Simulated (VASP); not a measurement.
The system is CdS.

```
CELL_PARAMETERS angstrom
3.89844 0.00000 0.00000
0.00000 5.51149 0.00000
0.00000 0.00000 3.89810
ATOMIC_POSITIONS crystal
Cd 0.50000 0.50000 0.24303
Cd 0.00000 0.00000 0.75697
S 0.50000 0.00000 0.25516
S 0.00000 0.50000 0.74484
```

Base run:

- Program: VASP 6.6.1
- Functional: r2SCAN
- Potentials or basis: VASP PAW PBE potentials, release 64 (Cd, S)
- Cutoff: 520 eV
- k mesh: 6 × 4 × 6
- Occupations: gaussian, width 0.01 eV
- Spin: no spin polarisation

Its results: band gap on the k mesh 0.73 eV; pressure -2.1 GPa; largest force 0.032 eV/Å.

Problem. The run is repeated on the same cell with these changes: k mesh from 6 × 4 × 6 to 2 × 2 × 2. What comes out?

Solution. Band gap on the k mesh 0.57 eV; pressure 0.5 GPa; largest force 0.020 eV/Å.

Caveats: some runs use coarse meshes; the PAW data sets were made with another functional, which shifts forces and pressure a little.

A k mesh can miss the band edges.
